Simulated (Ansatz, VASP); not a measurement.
## Sr in VASP and in Ansatz

Contents of INCAR:

```
SYSTEM = Sr
PREC     = Accurate       ! precision mode
ENCUT    = 520            ! plane-wave cutoff, eV
EDIFF    = 1E-6           ! SCF threshold, eV
ISMEAR   = 0              ! smearing method
SIGMA    = 0.15           ! smearing width, eV
LREAL    = .False.        ! projectors in reciprocal space
LASPH    = .True.         ! aspherical terms in the spheres
NELM     = 100            ! most SCF steps
ALGO     = Fast           ! electronic algorithm
ISIF     = 2              ! what is computed and relaxed
LWAVE    = .False.        ! write WAVECAR
LCHARG   = .True.         ! write CHGCAR
GGA      = PS             ! functional
LELF     = .True.         ! ELF
LVHAR    = .True.       
NBANDS   = 11             ! bands
```

File KPOINTS:

```
Automatic mesh
0
Gamma
  16 16 16
  0 0 0
```

The input POSCAR:

```
Sr
1.0
   -3.5645266370      2.5460904550      2.5460904550
    2.5460904550     -3.5645266370      2.5460904550
    2.5460904550      2.5460904550     -3.5645266370
Sr
1
Direct
    0.0000000000      0.0000000000      0.0000000000
```

Input for Ansatz:

```yaml
crystal:
  lattice:
    - [-3.564526637, 2.546090455, 2.546090455]
    - [2.546090455, -3.564526637, 2.546090455]
    - [2.546090455, 2.546090455, -3.564526637]
  atoms:
    - { symbol: Sr, position: [0.0, 0.0, 0.0] }
basis:
  ecutwfc: 420
kpoints:
  mp_grid: { grid: [16, 16, 16] }
hamiltonian:
  xc: pbesol
scf:
  occupations: { method: gaussian, width: 0.15 }
output:
  forces: true
  stress: true
  eigenvalues: true
```

Alike in both runs: task single point; functional PBEsol; k mesh 16 × 16 × 16; occupations gaussian, width 0.15 eV; no spin polarisation.

|  | VASP | Ansatz |
| --- | --- | --- |
| version | VASP 6.6.1 | Ansatz 0.2.0 |
| potentials or method | VASP PAW PBE potentials, release 64 (Sr_sv), cutoff 520 eV | scalar-relativistic, plane waves, PAW |
| valence electrons in the cell | 10 | 10 |

Ansatz gave:

- gap on the k mesh at the Fermi level (eV): none
- pressure (GPa): 2.9
- traceless stress, the component that is largest in VASP (GPa): 7.86

Task: Which values does VASP return?

Result: gap on the k mesh at the Fermi level (eV): none; pressure (GPa): 3.0; traceless stress, the component that is largest in VASP (GPa): 7.97.

VASP's potentials were made for PBE, not for PBEsol. A gap of «none» marks a metal or a gap that the smearing closes. With one functional, cell and mesh, what is left measures potentials, basis and numerics.
